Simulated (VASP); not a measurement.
Write the native input for VASP 6.6.1 that does the following.

```
Task                   : single point
Functional             : PBEsol
Potentials or basis    : VASP PAW PBE potentials, release 64 (Ti_sv)
Cutoff                 : 520 eV
k mesh                 : 12 × 12 × 14
Occupations            : gaussian, width 0.15 eV
Spin                   : no spin polarisation
Dipole correction      : no
Further INCAR settings : ALGO = Fast; EDIFF = 1e-06; NBANDS = 25
```

The structure of Ti lies in POSCAR:

```
Ti
1.0
    4.6233000000      0.0000000000      0.0000000000
   -2.3116500000      4.0038952493      0.0000000000
    0.0000000000      0.0000000000      2.6640000000
Ti
3
Direct
    0.0000000000      0.0000000000      0.0000000000
    0.3333333333      0.6666666667      0.5000000000
    0.6666666667      0.3333333333      0.5000000000
```

This isn't the form of Ti at room conditions, which is hcp.

One way to write it, as run:

INCAR

```
  PREC = Accurate
  ENCUT = 520
  EDIFF = 1E-6
  ISMEAR = 0
  SIGMA = 0.15
  LREAL = False
  LASPH = True
  NELM = 60
  ALGO = Fast
  ISIF = 2
  LWAVE = False
  LCHARG = True
  GGA = PS
  LELF = True
  LVHAR = True
  NBANDS = 25
```

KPOINTS

```
Automatic mesh
0
Gamma
  12 12 14
```

Potentials or basis: VASP PAW PBE potentials, release 64 (Ti_sv).

The run is started by

```bash
$ cat potpaw_PBE.64/Ti_sv/POTCAR > POTCAR
$ mpirun -np 1 vasp_std > vasp.out
```

It gave:

```yaml
Pressure: 0.5 GPa
Band_gap_on_the_k_mesh: zero (bands 18 and 19 overlap by 0.35 eV)
```

Caveat: the stress differs along the axes, from -4 to 10 GPa; the PAW data sets were made with another functional, which shifts forces and pressure a little.

It took 15 min on 1 thread of Intel Xeon 8259CL (shared host), peak memory 0.27 GiB.
